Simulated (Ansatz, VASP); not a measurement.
W: VASP beside Ansatz

Contents of INCAR:

```
PREC = Accurate
ENCUT = 500
EDIFF = 1E-6
ISMEAR = 0
SIGMA = 0.15
LREAL = F
LASPH = T
NELM = 120
ALGO = Normal
ISIF = 2
LWAVE = F
LCHARG = T
GGA = PS
LELF = T
LVHAR = T
NBANDS = 13
GGA_COMPAT = F
```

KPOINTS

```
Automatic mesh
0
Gamma
  22 22 22
```

File POSCAR:

```
W
1.0
    0.0000000000      2.1551679399      1.5825398183
    2.1551679399      0.0000000000      1.5825398183
    2.1551679399      2.1551679399      0.0000000000
W
1
Direct
    0.0000000000      0.0000000000      0.0000000000
```

Input for Ansatz:

```yaml
crystal:
  lattice:
    - [0.0, 2.1551679399, 1.5825398183]
    - [2.1551679399, 0.0, 1.5825398183]
    - [2.1551679399, 2.1551679399, 0.0]
  atoms:
    - { symbol: W, position: [0.0, 0.0, 0.0] }
basis:
  ecutwfc: 420
kpoints:
  mp_grid: { grid: [22, 22, 22] }
hamiltonian:
  xc: pbesol
  pseudopotentials: { kind: paw, azcp: { folder: soft_1 } }
scf:
  occupations: { method: gaussian, width: 0.15 }
output:
  forces: true
  stress: true
  eigenvalues: true
```

Alike in both runs: task single point; functional PBEsol; k mesh 22 × 22 × 22; occupations gaussian, width 0.15 eV; no spin polarisation.

```csv
,VASP,Ansatz
version,VASP 6.6.1,Ansatz 0.2.0
potentials or method,"VASP PAW PBE potentials, release 64 (W_sv), cutoff 500 eV","scalar-relativistic, plane waves, PAW"
valence electrons in the cell,14,14
```

|  | VASP | Ansatz | Ansatz less VASP |
| --- | --- | --- | --- |
| gap on the k mesh at the Fermi level (eV) | none | none | - |
| pressure (GPa) | 25.4 | 24.4 | -0.94 |
| traceless stress, the component that is largest in VASP (GPa) | -8.95 | -8.96 | -0.010 |

VASP's potentials were made for PBE, not for PBEsol, and Ansatz warns of the same on its side. A gap of «none» marks a metal or a gap that the smearing closes.

Spin-orbit coupling is off throughout.
